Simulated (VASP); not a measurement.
A run of VASP 6.6.1 is set up as follows.

INCAR

```
SYSTEM = K
PREC = Accurate
ENCUT = 520
EDIFF = 1E-6
ISMEAR = -1
SIGMA = 0.1
LREAL = .FALSE.
LASPH = .TRUE.
NELM = 80
ALGO = Normal
ISIF = 2
LWAVE = .FALSE.
LCHARG = .FALSE.
GGA = B5
ALDAX = 1.0
AGGAX = 1.0
AGGAC = 1.0
ALDAC = 0.0
NBANDS = 16
```

File KPOINTS:

```
regular mesh
0
G
  6 6 6
  0 0 0
```

File POSCAR:

```
K
1.0
    0.0000000000      4.8666263080      4.8666263080
    4.8666263080      0.0000000000      4.8666263080
    4.8666263080      4.8666263080      0.0000000000
K
2
Direct
    0.1250000000      0.1250000000      0.1250000000
    0.8750000000      0.8750000000      0.8750000000
```

Potentials or basis: VASP PAW PBE potentials, release 64 (K_sv).

The run is started by

```sh
$ cat potpaw_PBE.64/K_sv/POTCAR > POTCAR
$ mpirun -np 1 vasp_std > vasp.out
```

Predict the pressure.

0.2 GPa.

What does it give for the band gap on the k mesh?

Zero (bands 9 and 10 overlap by 0.08 eV).

Caveat: the PAW data sets were made with another functional, which shifts forces and pressure a little.
